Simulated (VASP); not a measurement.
# BaS (I4/mmm) in VASP: single point with PBE

Aim: the single point of BaS with PBE.

Everything below comes from runs of VASP 6.6.1. Logs are shortened: lines on timing, memory, paths and dates and some standing lists are left out, and cuts for length are marked.

## 1. The cell of the first run

The structure is tetragonal, space group I4/mmm (No. 139). Conventional cell: a = 4.697 Å, b = 4.697 Å, c = 6.388 Å, α = 90.00°, β = 90.00°, γ = 90.00°. Ba (site symmetry 4/mmm) has 6 S at 3.19 to 3.32 Å within 4.2 Å. Within 4.2 Å of S (site symmetry 4/mmm) lie 6 Ba at 3.19 to 3.32 Å.

## 2. Single point, PBE (x and y stretched by +4 %, z held)

Input file INCAR:

```
  ALGO = Normal
  EDIFF = 1E-6
  ENCUT = 520
  GGA = PE
  ISIF = 2
  ISMEAR = -1
  LASPH = T
  LCHARG = F
  LREAL = F
  LWAVE = F
  NBANDS = 15
  NELM = 100
  PREC = Accurate
  SIGMA = 0.01
```

Input file KPOINTS:

```
k-points
0
Gamma
  7 7 7
```

Input file POSCAR:

```
BaS
1.0
    0.0000000000      3.3215000000      3.1937500000
    3.3215000000      0.0000000000      3.1937500000
    3.3215000000      3.3215000000      0.0000000000
Ba S
1 1
Direct
    0.0000000000      0.0000000000      0.0000000000
    0.5000000000      0.5000000000      0.5000000000
```

Potentials or basis: VASP PAW PBE potentials, release 64 (Ba_sv, S).

On the command line:

```sh
$ cat potpaw_PBE.64/Ba_sv/POTCAR potpaw_PBE.64/S/POTCAR > POTCAR
$ mpirun -np 1 vasp_std > vasp.out
```

OUTCAR:

```text
EDIFF = 1E-6
   ENCUT = 520
   GGA = PE
   ISIF = 2
   ISMEAR = -1
   LASPH = T
   LREAL = F
   NELM = 100
   PREC = Accurate

 ion  position               nearest neighbor table
   1  0.000  0.000  0.000-   2 3.19   2 3.19   2 3.32   2 3.32   2 3.32   2 3.32
   2  0.500  0.500  0.500-   1 3.19   1 3.19   1 3.32   1 3.32   1 3.32   1 3.32

  LATTYP: Found a body centered tetragonal cell.
 ALAT       =     4.6973103474
 C/A-ratio  =     1.3598207331

  Lattice vectors:

 A1 = (   0.0000000000,  -3.3215000000,  -3.1937500000)
 A2 = (   0.0000000000,   3.3215000000,  -3.1937500000)
 A3 = (   3.3215000000,   0.0000000000,   3.1937500000)

Analysis of symmetry for initial positions (statically):
=====================================================================
 Subroutine PRICEL returns:
 Original cell was already a primitive cell.

 Routine SETGRP: Setting up the symmetry group for a
 body centered tetragonal supercell.

 Subroutine GETGRP returns: Found 16 space group operations
 (whereof 16 operations were pure point group operations)
 out of a pool of 16 trial point group operations.

The static configuration has the point symmetry D_4h.

Analysis of symmetry for dynamics (positions and initial velocities):
=====================================================================
 Subroutine PRICEL returns:
 Original cell was already a primitive cell.

 Routine SETGRP: Setting up the symmetry group for a
 body centered tetragonal supercell.

 Subroutine GETGRP returns: Found 16 space group operations
 (whereof 16 operations were pure point group operations)
 out of a pool of 16 trial point group operations.

The dynamic configuration has the point symmetry D_4h.

 Subroutine INISYM returns: Found 16 space group operations
 (whereof 16 operations are pure point group operations),
 and found     1 'primitive' translations

----------------------------------------------------------------------------------------

                                     Primitive cell

  volume of cell :      70.4692

  direct lattice vectors                    reciprocal lattice vectors
     0.000000000  3.321500000  3.193750000    -0.150534397  0.150534397  0.156555773
     3.321500000  0.000000000  3.193750000     0.150534397 -0.150534397  0.156555773
     3.321500000  3.321500000  0.000000000     0.150534397  0.150534397 -0.156555773

  length of vectors
     4.607862988  4.607862988  4.697310347     0.264255406  0.264255406  0.264255406

  position of ions in fractional coordinates (direct lattice)
     0.000000000  0.000000000  0.000000000
     0.500000000  0.500000000  0.500000000

  ion indices of the primitive-cell ions
   primitive index   ion index
                 1           1
                 2           2

----------------------------------------------------------------------------------------

 KPOINTS: k-points

Automatic generation of k-mesh.
 Grid dimensions read from file:
 generate k-points for:    7    7    7

 Generating k-lattice:

  Cartesian coordinates                     Fractional coordinates (reciprocal lattice)
    -0.021504914  0.021504914  0.022365110     0.142857143  0.000000000  0.000000000
     0.021504914 -0.021504914  0.022365110     0.000000000  0.142857143  0.000000000
     0.021504914  0.021504914 -0.022365110     0.000000000  0.000000000  0.142857143

  Length of vectors
     0.037750772  0.037750772  0.037750772

  Shift w.r.t. Gamma in fractional coordinates (k-lattice)
     0.000000000  0.000000000  0.000000000

 Subroutine IBZKPT returns following result:
 ===========================================

 Found     40 irreducible k-points:

 Following reciprocal coordinates:
            Coordinates               Weight
  0.000000  0.000000  0.000000      1.000000
  0.142857 -0.000000  0.000000      8.000000
  0.285714 -0.000000  0.000000      8.000000
  0.428571  0.000000  0.000000      8.000000
  0.142857  0.142857  0.000000      2.000000
  0.285714  0.142857  0.000000      8.000000
[... 16 lines left out ...]
  0.428571  0.285714  0.142857      8.000000
 -0.428571  0.285714  0.142857     16.000000
 [... further k-points ...]
   k-points           NKPTS =     40   k-points in BZ     NKDIM =     40   number of bands    NBANDS=     15
   number of dos      NEDOS =    301   number of ions     NIONS =      2
   total plane-waves  NPLWV =  46656
   dimension x,y,z NGX =    36 NGY =   36 NGZ =   36
   dimension x,y,z NGXF=    72 NGYF=   72 NGZF=   72
   ions per type =               1   1
   NGX,Y,Z   is equivalent  to a cutoff of  12.99, 12.99, 12.74 a.u.
   NGXF,Y,Z  is equivalent  to a cutoff of  25.98, 25.98, 25.48 a.u.
 SYSTEM =  unknown system
   PREC   = accura    normal or accurate (medium, high low for compatibility)
   ISTART =      0    job   : 0-new  1-cont  2-samecut
   ICHARG =      2    charge: 1-file 2-atom 10-const
   ISPIN  =      1    spin polarized calculation?
   LNONCOLLINEAR =      F non collinear calculations
   LSORBIT =      F    spin-orbit coupling
   LASPH  =      T    aspherical Exc in radial PAW
   ENCUT  =  520.0 eV  38.22 Ry    6.18 a.u.   8.57  8.57  8.73*2*pi/ulx,y,z
   NELM   =    100;   NELMIN=  2; NELMDL= -5     # of ELM steps
   EDIFF  = 0.1E-05   stopping-criterion for ELM
   LREAL  =      F    real-space projection
   EDIFFG = 0.1E-04   stopping-criterion for IOM
   NSW    =      0    number of steps for IOM
   IBRION =     -1    ionic relax: 0-MD 1-quasi-New 2-CG
   NFREE  =      0    steps in history (QN), initial steepest desc. (CG)
   ISIF   =      2    stress and relaxation
   ISYM   =      2    0-nonsym 1-usesym 2-fastsym
   POTIM  = 0.5000    time-step for ionic-motion
   TEBEG  =    0.0;   TEEND  =   0.0 temperature during run
   PSTRESS=    0.0 pullay stress
   NELECT =      16.0000    total number of electrons
   NUPDOWN=      -1.0000    fix difference up-down
   EMIN   =  10.00;   EMAX   =-10.00  energy-range for DOS
   EFERMI =   0.00;   METHOD = LEGACY
   ISMEAR =    -1;   SIGMA  =   0.01  broadening in eV -4-tet -1-fermi 0-gaus
   EFERMI_NEDOS =   21; number of points for ismear=-14 and -15
   IALGO  =     38    algorithm
   IMIX   =      4    mixing-type and parameters
     AMIX     =   0.40;   BMIX     =  1.00
     AMIX_MAG =   1.60;   BMIX_MAG =  1.00
  volume/ion in A,a.u.               =      35.23       237.77
  Fermi-wavevector in a.u.,A,eV,Ry     =   0.998731  1.887327 13.571305  0.997463
  Thomas-Fermi vector in A             =   2.130974
   LORBIT       =      0    0 simple, 1 ext, 2 COOP (PROOUT), +10 PAW based schemes
   GGA     = PE    functional components
[... 5 lines left out ...]
 non-spin polarized calculation
  energy-cutoff  :      520.00
  volume of cell :       70.47
 maximum number of plane-waves:      1932
 NGX is ok and might be reduce to    36
   NGX = 17   NGY = 17   NGZ = 17

 number of electron      15.9999999 magnetization

 Free energy of the ion-electron system (eV)
  ---------------------------------------------------
  ext. energy  EPLUGINS =         0.00000000
  ---------------------------------------------------
  free energy    TOTEN  =       -10.16308307 eV

  energy without entropy =      -10.16308307  energy(sigma->0) =      -10.16308307

 E-fermi :   1.3525     XC(G=0):  -8.3021

 val. band max:        1.1375217865   @ k =   0.0000   0.0000   0.0000
 cond. band min:       3.3310582673   @ k =   0.4286   0.4286   0.0000
 fundamental gap:      2.1935364808
 Fermi energy:         1.3525073852

 k-point     1 :       0.0000    0.0000    0.0000
  band No.  band energies     occupation
      1     -25.2621      2.00000
      2     -10.3281      2.00000
      3     -10.3281      2.00000
      4     -10.3208      2.00000
      5      -9.1806      2.00000
      6       1.0355      2.00000
      7       1.0355      2.00000
      8       1.1375      2.00000
      9       4.2556      0.00000
     10       4.8327      0.00000
     11       4.8327      0.00000
     12       5.0818      0.00000
     13       5.6498      0.00000
     14       5.9216      0.00000
     15       9.6651      0.00000

 k-point     2 :       0.1429   -0.0000    0.0000
  band No.  band energies     occupation
      1     -25.2565      2.00000
      2     -10.5548      2.00000
      3     -10.3367      2.00000
      4     -10.3273      2.00000
      5      -8.9325      2.00000
      6       0.5930      2.00000
      7       0.8190      2.00000
      8       0.8666      2.00000
      9       4.7979      0.00000
     10       5.0568      0.00000
     11       5.1245      0.00000
     12       5.2852      0.00000
     13       6.1433      0.00000
     14       6.4716      0.00000
     15      10.3905      0.00000

 k-point     3 :       0.2857   -0.0000    0.0000
  band No.  band energies     occupation
      1     -25.2438      2.00000
      2     -10.9094      2.00000
      3     -10.3558      2.00000
      4     -10.3351      2.00000
      5      -8.5344      2.00000
      6      -0.1660      2.00000
      7       0.4237      2.00000
      8       0.4266      2.00000
      9       5.2110      0.00000
     10       5.9176      0.00000
     11       5.9737      0.00000
     12       6.2590      0.00000
     13       7.3436      0.00000
     14       7.7732      0.00000
     15      11.1079      0.00000
[... 343 lines left out ...]
 k-point    23 :       0.4286    0.2857    0.1429
  band No.  band energies     occupation
      1     -25.2337      2.00000
      2     -10.9185      2.00000
      3     -10.4579      2.00000
      4     -10.3767      2.00000
      5      -8.5332      2.00000
      6      -0.2526      2.00000
      7       0.3675      2.00000
      8       0.6715      2.00000
      9       4.4588      0.00000
     10       5.9185      0.00000
     11       6.8752      0.00000
     12       7.0671      0.00000
     13       7.3657      0.00000
     14       9.3333      0.00000
     15      10.5963      0.00000

 k-point    24 :      -0.4286    0.2857    0.1429
  band No.  band energies     occupation
      1     -25.2267      2.00000
      2     -10.9459      2.00000
      3     -10.4981      2.00000
      4     -10.4050      2.00000
      5      -8.5417      2.00000
      6      -0.2010      2.00000
      7       0.2978      2.00000
      8       0.4574      2.00000
      9       5.0442      0.00000
     10       6.0691      0.00000
     11       7.0924      0.00000
     12       7.5128      0.00000
     13       8.5450      0.00000
     14       9.6131      0.00000
     15       9.7015      0.00000

 [... further k-points ...]
[... 5 lines left out ...]
  --------------------------------------------------------------------------------------
  -------------------------------------------------------------------------------------
  Total       -1.0513451     -1.0513451      0.0205679      0.0000000     -0.0000000      0.0000000
  in kB      -23.9032223    -23.9032223      0.4676284      0.0000000     -0.0000000      0.0000000
  external PRESSURE =     -15.7796054 kB  Pullay stress =       0.0000000 kB

 VOLUME and BASIS-vectors are now :
 -----------------------------------------------------------------------------
  energy-cutoff  :      520.00
  volume of cell :       70.47
      direct lattice vectors                 reciprocal lattice vectors
     0.000000000  3.321500000  3.193750000    -0.150534397  0.150534397  0.156555773
     3.321500000  0.000000000  3.193750000     0.150534397 -0.150534397  0.156555773
     3.321500000  3.321500000  0.000000000     0.150534397  0.150534397 -0.156555773

 POSITION                                       TOTAL-FORCE (eV/Angst)
 -----------------------------------------------------------------------------------
      0.00000      0.00000      0.00000        -0.000000      0.000000      0.000000
      3.32150      3.32150      3.19375         0.000000     -0.000000     -0.000000
 -----------------------------------------------------------------------------------
    total drift:                                0.000000      0.000000      0.000000

  FREE ENERGIE OF THE ION-ELECTRON SYSTEM (eV)
  ---------------------------------------------------
  free  energy   TOTEN  =       -10.1630830725 eV

  energy  without entropy=      -10.1630830725  energy(sigma->0) =      -10.16308307
```

Wall time 36 s (1 thread of Intel Xeon Platinum 8375C at 2.90GHz (Ice Lake), shared host); peak memory 0.22 GiB.

What came out:

```yaml
Free_energy: -10.1631 eV
Pressure: -1.6 GPa
Band_gap_on_the_k_mesh: 2.19 eV, indirect (least direct gap 2.38 eV)
```

Caveat: the cell differs from its parent crystal (x and y stretched by +4 %, z held); spin-orbit coupling is left out, which moves the levels of the heavy elements.
